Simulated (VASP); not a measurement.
# SiC (Imm2) in VASP: a series of runs, part 2 of 2

VASP 6.6.1. Earlier steps stand in the parts before.

## 5. Single point, PBEsol

This run uses another cell than the first one, of 10.86 Å³/atom, 1.025 times its volume.

File INCAR:

```
ALGO = Normal
EDIFF = 1E-6
ENCUT = 520
GGA = PS
ISIF = 2
ISMEAR = 0
LASPH = T
LCHARG = F
LREAL = F
LWAVE = F
NBANDS = 11
NELM = 80
PREC = Accurate
SIGMA = 0.05
```

File KPOINTS:

```
k-points
0
Gamma
  10 10 10
```

File POSCAR:

```
SiC
1.0
    0.0000000000      2.2147686909      2.2147686909
    2.2147686909      0.0000000000      2.2147686909
    2.2147686909      2.2147686909      0.0000000000
Si C
1 1
Direct
    0.0011779326     -0.0011779326      0.0011779326
    0.7472456717      0.7527543283      0.7472456717
```

Potentials or basis: VASP PAW PBE potentials, release 64 (Si, C).

Started as:

```
cat potpaw_PBE.64/Si/POTCAR potpaw_PBE.64/C/POTCAR > POTCAR
mpirun -np 1 vasp_std > vasp.out
```

OUTCAR:

```text
EDIFF = 1E-6
   ENCUT = 520
   GGA = PS
   ISIF = 2
   ISMEAR = 0
   LASPH = T
   LREAL = F
   NELM = 80
   PREC = Accurate

 ion  position               nearest neighbor table
   1  0.001  0.999  0.001-   2 1.91   2 1.91   2 1.93   2 1.93
   2  0.747  0.753  0.747-   1 1.91   1 1.91   1 1.93   1 1.93

  LATTYP: Found a face centered cubic cell.
 ALAT       =     4.4295373818

  Lattice vectors:

 A1 = (   0.0000000000,   2.2147686909,   2.2147686909)
 A2 = (   2.2147686909,   0.0000000000,   2.2147686909)
 A3 = (   2.2147686909,   2.2147686909,   0.0000000000)

Analysis of symmetry for initial positions (statically):
=====================================================================
 Subroutine PRICEL returns:
 Original cell was already a primitive cell.

 Routine SETGRP: Setting up the symmetry group for a
 face centered cubic supercell.

 Subroutine GETGRP returns: Found  4 space group operations
 (whereof  4 operations were pure point group operations)
 out of a pool of 48 trial point group operations.

The static configuration has the point symmetry C_2v.

Analysis of symmetry for dynamics (positions and initial velocities):
=====================================================================
 Subroutine PRICEL returns:
 Original cell was already a primitive cell.

 Routine SETGRP: Setting up the symmetry group for a
 face centered cubic supercell.

 Subroutine GETGRP returns: Found  4 space group operations
 (whereof  4 operations were pure point group operations)
 out of a pool of 48 trial point group operations.

The dynamic configuration has the point symmetry C_2v.

 Subroutine INISYM returns: Found  4 space group operations
 (whereof  4 operations are pure point group operations),
 and found     1 'primitive' translations

----------------------------------------------------------------------------------------

                                     Primitive cell

  volume of cell :      21.7278

  direct lattice vectors                    reciprocal lattice vectors
     0.000000000  2.214768691  2.214768691    -0.225757210  0.225757210  0.225757210
     2.214768691  0.000000000  2.214768691     0.225757210 -0.225757210  0.225757210
     2.214768691  2.214768691  0.000000000     0.225757210  0.225757210 -0.225757210

  length of vectors
     3.132155920  3.132155920  3.132155920     0.391022958  0.391022958  0.391022958

  position of ions in fractional coordinates (direct lattice)
     0.001177933  0.998822067  0.001177933
     0.747245672  0.752754328  0.747245672

  ion indices of the primitive-cell ions
   primitive index   ion index
                 1           1
                 2           2

----------------------------------------------------------------------------------------

 KPOINTS: k-points

Automatic generation of k-mesh.
 Grid dimensions read from file:
 generate k-points for:   10   10   10

 Generating k-lattice:

  Cartesian coordinates                     Fractional coordinates (reciprocal lattice)
    -0.022575721  0.022575721  0.022575721     0.100000000  0.000000000  0.000000000
     0.022575721 -0.022575721  0.022575721     0.000000000  0.100000000  0.000000000
     0.022575721  0.022575721 -0.022575721     0.000000000  0.000000000  0.100000000

  Length of vectors
     0.039102296  0.039102296  0.039102296

  Shift w.r.t. Gamma in fractional coordinates (k-lattice)
     0.000000000  0.000000000  0.000000000

 Subroutine IBZKPT returns following result:
 ===========================================

 Found    171 irreducible k-points:

 Following reciprocal coordinates:
            Coordinates               Weight
  0.000000  0.000000  0.000000      1.000000
  0.100000  0.000000  0.000000      4.000000
  0.000000  0.100000  0.000000      4.000000
  0.200000  0.000000  0.000000      4.000000
  0.000000  0.200000  0.000000      4.000000
  0.300000  0.000000  0.000000      4.000000
[... 16 lines left out ...]
  0.000000  0.400000  0.100000      8.000000
  0.100000  0.000000  0.400000      4.000000
 [... further k-points ...]
   k-points           NKPTS =    171   k-points in BZ     NKDIM =    171   number of bands    NBANDS=     11
   number of dos      NEDOS =    301   number of ions     NIONS =      2
   total plane-waves  NPLWV =  13824
   dimension x,y,z NGX =    24 NGY =   24 NGZ =   24
   dimension x,y,z NGXF=    48 NGYF=   48 NGZF=   48
   ions per type =               1   1
   NGX,Y,Z   is equivalent  to a cutoff of  12.74, 12.74, 12.74 a.u.
   NGXF,Y,Z  is equivalent  to a cutoff of  25.48, 25.48, 25.48 a.u.
 SYSTEM =  unknown system
   PREC   = accura    normal or accurate (medium, high low for compatibility)
   ISTART =      0    job   : 0-new  1-cont  2-samecut
   ICHARG =      2    charge: 1-file 2-atom 10-const
   ISPIN  =      1    spin polarized calculation?
   LNONCOLLINEAR =      F non collinear calculations
   LSORBIT =      F    spin-orbit coupling
   LASPH  =      T    aspherical Exc in radial PAW
   ENCUT  =  520.0 eV  38.22 Ry    6.18 a.u.   5.82  5.82  5.82*2*pi/ulx,y,z
   NELM   =     80;   NELMIN=  2; NELMDL= -5     # of ELM steps
   EDIFF  = 0.1E-05   stopping-criterion for ELM
   LREAL  =      F    real-space projection
   EDIFFG = 0.1E-04   stopping-criterion for IOM
   NSW    =      0    number of steps for IOM
   IBRION =     -1    ionic relax: 0-MD 1-quasi-New 2-CG
   NFREE  =      0    steps in history (QN), initial steepest desc. (CG)
   ISIF   =      2    stress and relaxation
   ISYM   =      2    0-nonsym 1-usesym 2-fastsym
   POTIM  = 0.5000    time-step for ionic-motion
   TEBEG  =    0.0;   TEEND  =   0.0 temperature during run
   PSTRESS=    0.0 pullay stress
   NELECT =       8.0000    total number of electrons
   NUPDOWN=      -1.0000    fix difference up-down
   EMIN   =  10.00;   EMAX   =-10.00  energy-range for DOS
   EFERMI =   0.00;   METHOD = LEGACY
   ISMEAR =     0;   SIGMA  =   0.05  broadening in eV -4-tet -1-fermi 0-gaus
   EFERMI_NEDOS =   21; number of points for ismear=-14 and -15
   IALGO  =     38    algorithm
   IMIX   =      4    mixing-type and parameters
     AMIX     =   0.40;   BMIX     =  1.00
     AMIX_MAG =   1.60;   BMIX_MAG =  1.00
  volume/ion in A,a.u.               =      10.86        73.31
  Fermi-wavevector in a.u.,A,eV,Ry     =   1.173365  2.217338 18.732302  1.376785
  Thomas-Fermi vector in A             =   2.309779
   LORBIT       =      0    0 simple, 1 ext, 2 COOP (PROOUT), +10 PAW based schemes
   GGA     = PS    functional components
   LHFCALC =     F    Hartree Fock is set to
   AEXX    =    0.0000 exact exchange contribution
   IVDW    =     0    specifies the selected vdW correction
   LEPSILON=     F    determine dielectric tensor
   LRPA    =     F    only Hartree local field effects (RPA)
 non-spin polarized calculation
 Gauss-broadening in eV      SIGMA  =   0.05
  energy-cutoff  :      520.00
  volume of cell :       21.73
 maximum number of plane-waves:       598
   NGX = 11   NGY = 11   NGZ = 11

 number of electron       8.0000001 magnetization

 Free energy of the ion-electron system (eV)
  ---------------------------------------------------
  ext. energy  EPLUGINS =         0.00000000
  ---------------------------------------------------
  free energy    TOTEN  =       -15.88062339 eV

  energy without entropy =      -15.88062339  energy(sigma->0) =      -15.88062339

 E-fermi :   7.8269     XC(G=0): -11.2959

 val. band max:        7.5977575751   @ k =   0.0000   0.0000   0.0000
 cond. band min:       8.7927671584   @ k =   0.5000   0.5000   0.0000
 fundamental gap:      1.1950095833
 Fermi energy:         7.8268653847

 k-point     1 :       0.0000    0.0000    0.0000
  band No.  band energies     occupation
      1      -7.5278      2.00000
      2       7.4347      2.00000
      3       7.5178      2.00000
      4       7.5978      2.00000
      5      13.1387      0.00000
      6      14.3969      0.00000
      7      14.4316      0.00000
      8      14.4694      0.00000
      9      21.6913      0.00000
     10      21.6916      0.00000
     11      23.0367      0.00000
[... 309 lines left out ...]
 k-point    24 :       0.1000    0.0000    0.4000
  band No.  band energies     occupation
      1      -5.0051      2.00000
      2       0.8798      2.00000
      3       6.0438      2.00000
      4       6.2024      2.00000
      5      12.7781      0.00000
      6      14.3988      0.00000
      7      15.4423      0.00000
      8      17.0954      0.00000
      9      20.5164      0.00000
     10      23.3989      0.00000
     11      23.4772      0.00000

 [... further k-points ...]
[... 5 lines left out ...]
  --------------------------------------------------------------------------------------
  -------------------------------------------------------------------------------------
  Total       -1.3056415     -1.3115091     -1.3056415      0.0000000      0.0000000     -0.1057621
  in kB      -96.2763037    -96.7089760    -96.2763037      0.0000000      0.0000000     -7.7987573
  external PRESSURE =     -96.4205278 kB  Pullay stress =       0.0000000 kB

 VOLUME and BASIS-vectors are now :
 -----------------------------------------------------------------------------
  energy-cutoff  :      520.00
  volume of cell :       21.73
      direct lattice vectors                 reciprocal lattice vectors
     0.000000000  2.214768691  2.214768691    -0.225757210  0.225757210  0.225757210
     2.214768691  0.000000000  2.214768691     0.225757210 -0.225757210  0.225757210
     2.214768691  2.214768691  0.000000000     0.225757210  0.225757210 -0.225757210

 POSITION                                       TOTAL-FORCE (eV/Angst)
 -----------------------------------------------------------------------------------
      2.21477      0.00522      2.21477         0.000000     -0.298943      0.000000
      3.32215      3.30995      3.32215        -0.000000      0.298943     -0.000000
 -----------------------------------------------------------------------------------
    total drift:                               -0.000000      0.000101     -0.000000

  FREE ENERGIE OF THE ION-ELECTRON SYSTEM (eV)
  ---------------------------------------------------
  free  energy   TOTEN  =       -15.8806233921 eV

  energy  without entropy=      -15.8806233921  energy(sigma->0) =      -15.88062339
```

OSZICAR:

```text
N       E                     dE             d eps       ncg     rms          rms(c)
DAV:   1     0.230432068213E+01    0.23043E+01   -0.38652E+03  3917   0.608E+02
DAV:   2    -0.169292607147E+02   -0.19234E+02   -0.18347E+02  4893   0.108E+02
DAV:   3    -0.175440441599E+02   -0.61478E+00   -0.61347E+00  4651   0.158E+01
DAV:   4    -0.175464918426E+02   -0.24477E-02   -0.24475E-02  4307   0.127E+00
DAV:   5    -0.175465031018E+02   -0.11259E-04   -0.11259E-04  4655   0.800E-02    0.824E+00
DAV:   6    -0.159462644798E+02    0.16002E+01   -0.59335E+00  4236   0.106E+01    0.367E+00
DAV:   7    -0.158950698730E+02    0.51195E-01   -0.31675E-01  4488   0.321E+00    0.168E+00
DAV:   8    -0.158808085067E+02    0.14261E-01   -0.19909E-02  4287   0.897E-01    0.162E-01
DAV:   9    -0.158805724693E+02    0.23604E-03   -0.18108E-03  4730   0.220E-01    0.108E-01
DAV:  10    -0.158806231184E+02   -0.50649E-04   -0.13937E-04  4251   0.735E-02    0.245E-02
DAV:  11    -0.158806231596E+02   -0.41154E-07   -0.16565E-05  4563   0.212E-02    0.583E-03
DAV:  12    -0.158806233921E+02   -0.23251E-06   -0.93120E-07  2523   0.578E-03
   1 F= -.15880623E+02 E0= -.15880623E+02  d E =-.214724E-13
```

Run time: 16 s. Hardware: 1 thread of Intel Xeon Platinum 8488C (Sapphire Rapids), shared host; peak memory 0.15 GiB.

Results:

- Free energy: -15.8806 eV
- Pressure: -9.6 GPa
- Largest force: 0.299 eV/Å
- Band gap on the k mesh: 1.20 eV, indirect (least direct gap 4.35 eV)

Forces in eV/Å, atoms in the order of the input:
```
Si   0.000 -0.299  0.000
C    0.000  0.299  0.000
```

Caveat: the PAW data sets were made with another functional, which shifts forces and pressure a little. PBEsol gaps usually lie below the measured ones, often by a third to a half.

## 6. Single point, PBEsol

This run uses another cell than the first one, of 10.86 Å³/atom, 1.025 times its volume.

File INCAR:

```
SYSTEM = SiC
PREC     = Accurate       ! precision mode
ENCUT    = 520            ! plane-wave cutoff, eV
EDIFF    = 1E-7           ! SCF threshold, eV
ISMEAR   = 0              ! smearing method
SIGMA    = 0.05           ! smearing width, eV
LREAL    = .False.        ! projectors in reciprocal space
LASPH    = .True.         ! aspherical terms in the spheres
NELM     = 60             ! most SCF steps
ALGO     = Normal         ! electronic algorithm
ISIF     = 2              ! what is computed and relaxed
LWAVE    = .False.        ! write WAVECAR
LCHARG   = .False.        ! write CHGCAR
GGA      = PS             ! functional
NBANDS   = 11             ! bands
```

File KPOINTS:

```
Automatic mesh
0
Gamma
  10 10 10
  0 0 0
```

File POSCAR:

```
SiC
1.0
    0.0000000000      2.2147686909      2.2147686909
    2.2147686909      0.0000000000      2.2147686909
    2.2147686909      2.2147686909      0.0000000000
Si C
1 1
Direct
    0.0058896629     -0.0058896629      0.0058896629
    0.7362283587      0.7637716413      0.7362283587
```

Potentials or basis: VASP PAW PBE potentials, release 64 (Si, C).

Started as:

```
cat potpaw_PBE.64/Si/POTCAR potpaw_PBE.64/C/POTCAR > POTCAR
mpirun -np 1 vasp_std > vasp.out
```

Wall time 19 s (1 thread of Intel Xeon Platinum 8488C (Sapphire Rapids), shared host); peak memory 0.15 GiB.

The run converged. Its results:

- Free energy: -15.8184 eV
- Pressure: -8.9 GPa
- Largest force: 1.481 eV/Å
- Band gap on the k mesh: 0.88 eV, indirect (least direct gap 4.18 eV)

Forces on the atoms (eV/Å):
```
Si   0.000 -1.481  0.000
C    0.000  1.481  0.000
```

Stress tensor (GPa, compression positive):
```
-8.55  0.00 -3.93
 0.00 -9.63  0.00
-3.93  0.00 -8.55
```

Levels at points of the mesh, in eV from the valence-band top:
```tsv
k point	band 1	band 2	band 3	band 4	band 5	band 6	band 7	band 8
(0.00, 0.00, 0.00)	-15.43	-0.81	-0.36	0.00	5.21	6.38	6.52	6.74
(0.50, 0.00, 0.00)	-11.93	-8.90	-1.59	-1.09	4.54	6.31	6.98	9.24
(0.00, 0.50, 0.00)	-12.08	-8.54	-1.79	-1.22	4.52	6.16	6.81	9.26
(0.50, 0.50, 0.00)	-10.60	-8.08	-3.48	-3.47	0.88	3.61	13.00	13.06
(0.50, 0.00, 0.50)	-10.61	-8.03	-3.72	-3.30	0.88	3.67	12.99	13.03
```

Caveat: the PAW data sets were made with another functional, which shifts forces and pressure a little. Expect the measured gap to be larger: semilocal functionals such as PBEsol lack the derivative discontinuity.
